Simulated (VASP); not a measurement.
**MgO (dlda): relaxation of cell and atoms with LDA**

MgO (dlda):

```
Mg O
1.0
     0.00000    2.08165    2.08165
     2.08165    0.00000    2.08165
     2.08165    2.08165    0.00000
Mg O
1 1
Direct
  0.00000 0.00000 0.00000
  0.50000 0.50000 0.50000
```

```
Program                : VASP 6.6.1
Task                   : relaxation of cell and atoms
Functional             : LDA
Potentials or basis    : VASP PAW LDA potentials, release 64 (Mg, O)
Cutoff                 : 600 eV
k mesh                 : 8 × 8 × 8
Occupations            : gaussian, width 0.02 eV
Spin                   : no spin polarisation
Dipole correction      : no
Further INCAR settings : ALGO = Normal; EDIFF = 1e-07; IBRION = 2; EDIFFG = -0.002; NSW = 100; ISIF = 3
```

- Relaxed volume: 8.89 Å³/atom
- Relaxed cell: a = 2.930 Å, b = 2.930 Å, c = 2.930 Å, α = 60.00°, β = 60.00°, γ = 60.00°
- Space group after relaxing (to 0.05 Å): Fm-3m (No. 225)
- Energy gained by relaxing: 1.0 meV/atom
- Ionic steps: 3
- Pressure after relaxing: 0.0 GPa
- Band gap on the k mesh: 5.15 eV, direct

Step by step:
```csv
step,energy change (eV),largest force (eV/Å),pressure (GPa),volume (Å³)
1,0.0000,0.0000,-2.46,18.04
2,-0.0016,0.0000,1.07,17.68
3,-0.0020,0.0000,0.00,17.79
```

Final structure:
```
Mg O
1.0
     0.00000    2.07184    2.07184
     2.07184    0.00000    2.07184
     2.07184    2.07184    0.00000
Mg O
1 1
Direct
  0.00000 0.00000 0.00000
  0.50000 0.50000 0.50000
```

Levels at points of the mesh, in eV from the valence-band top:
| k point | band 2 | band 3 | band 4 | band 5 | band 6 | band 7 |
| --- | --- | --- | --- | --- | --- | --- |
| (0.00, 0.00, 0.00) | 0.00 | 0.00 | 0.00 | 5.15 | 15.79 | 15.79 |
| (0.50, 0.00, 0.00) | -4.92 | -0.72 | -0.72 | 8.05 | 12.96 | 16.51 |
| (0.50, 0.50, 0.00) | -4.36 | -1.44 | -1.44 | 8.93 | 10.24 | 13.42 |

Run time: 6.6 s on 1 thread of Intel Xeon 6975P-C, on a shared host, peak memory 0.13 GiB.

As with any semilocal functional, this LDA gap is likely too small. Zero-point motion and thermal expansion aren't in these numbers.
